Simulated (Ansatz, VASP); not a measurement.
This is a calculation of GaP for VASP 6.6.1.

Contents of INCAR:

```
PREC = Accurate
ENCUT = 520
EDIFF = 1E-6
ISMEAR = -1
SIGMA = 0.05
LREAL = False
LASPH = True
NELM = 60
ALGO = Normal
ISIF = 2
LWAVE = False
LCHARG = True
GGA = PS
LELF = True
LVHAR = True
NBANDS = 26
```

Contents of KPOINTS:

```
regular mesh
0
Gamma
  8 8 8
```

Contents of POSCAR:

```
GaP
1.0
    1.9430151755      1.1218003346      6.4308101003
   -1.9430151755      1.1218003346      6.4308101003
    0.0000000000     -2.2436006692      6.4308101003
Ga P
2 2
Direct
    0.5646280000      0.5646280000      0.5646280000
    0.4353720000      0.4353720000      0.4353720000
    0.9426110000      0.9426110000      0.9426110000
    0.0573890000      0.0573890000      0.0573890000
```

Potentials or basis: VASP PAW PBE potentials, release 64 (Ga_d, P).

Run with:

```console
$ cat potpaw_PBE.64/Ga_d/POTCAR potpaw_PBE.64/P/POTCAR > POTCAR
$ mpirun -np 1 vasp_std > vasp.out
```

Task: Translate it to Ansatz 0.2.0. Potentials there: all-electron LAPW, scalar-relativistic.

Result: As run (the cutoff follows the program's own potentials):

File input.yaml:

```yaml
crystal:
  lattice:
    - [1.9430151755, 1.1218003346, 6.4308101003]
    - [-1.9430151755, 1.1218003346, 6.4308101003]
    - [0.0, -2.2436006692, 6.4308101003]
  atoms:
    - { symbol: Ga, position: [0.564628, 0.564628, 0.564628] }
    - { symbol: Ga, position: [0.435372, 0.435372, 0.435372] }
    - { symbol: P, position: [0.942611, 0.942611, 0.942611] }
    - { symbol: P, position: [0.057389, 0.057389, 0.057389] }
kpoints:
  mp_grid: { grid: [8, 8, 8] }
scf:
  occupations: { method: fermi_dirac, width: 0.05 }
hamiltonian:
  xc: pbesol
  pseudopotentials: { kind: all_electron, lapw: { basis_error: 0.002 } }
output:
  forces: true
  stress: true
  eigenvalues: true
```

Potentials or basis: all-electron LAPW, scalar-relativistic.

Command:

```bash
$ ansatz run input.yaml --threads 2 --pin off --max-ram 6144MiB --backend cpu --events-out ev --progress --plain --runs-dir out
```

Both were run:

|  | VASP | Ansatz | Ansatz less VASP |
| --- | --- | --- | --- |
| gap on the k mesh at the Fermi level (eV) | 0.74 | 0.73 | -0.009 |
| least direct gap on the mesh (eV) | 1.03 | 1.03 | +0.004 |
| pressure (GPa) | -2.9 | -2.8 | +0.03 |
| traceless stress, the component that is largest in VASP (GPa) | 0.24 | 0.25 | +0.015 |
| rms of the force components (eV/Å) | 0.040 | 0.044 | +0.0042 |

VASP's potentials were made for PBE, not for PBEsol. Atom by atom the forces differ by 0.006 eV/Å (rms over components). Ansatz ran all-electron here, and VASP with PAW potentials.
